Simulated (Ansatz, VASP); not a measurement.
## One calculation of N, two programs

```
N
1.0
    12.00000    0.00000    0.00000
     0.00000   12.30000    0.00000
     0.00000    0.00000   12.60000
N
2
Direct
  0.50000 0.50000 0.45635
  0.50000 0.50000 0.54365
```

Alike in both runs: functional PBEsol; k mesh 1 × 1 × 1; occupations fermi-dirac, width 0.01 eV; no spin polarisation.

Ansatz relaxed the structure, and its values are those at the end. VASP's run is a single point on that final structure, the one shown.

```csv
,VASP,Ansatz
version,VASP 6.6.1,Ansatz 0.2.0
potentials or method,"VASP PAW PBE potentials, release 64 (N), cutoff 520 eV","plane waves (420 eV) with PAW, scalar-relativistic"
valence electrons in the cell,10,10
```

|  | VASP | Ansatz | Ansatz less VASP |
| --- | --- | --- | --- |
| rms of the force components (eV/Å) | 1.075 | 0.004 | -1.0709 |

VASP's potentials were made for PBE, not for PBEsol, and Ansatz warns of the same on its side. One of these differences is far larger than is usual between the two programs; its cause wasn't traced.

Noted on VASP's run: the standard files for N, O and F lose accuracy on very short bonds.
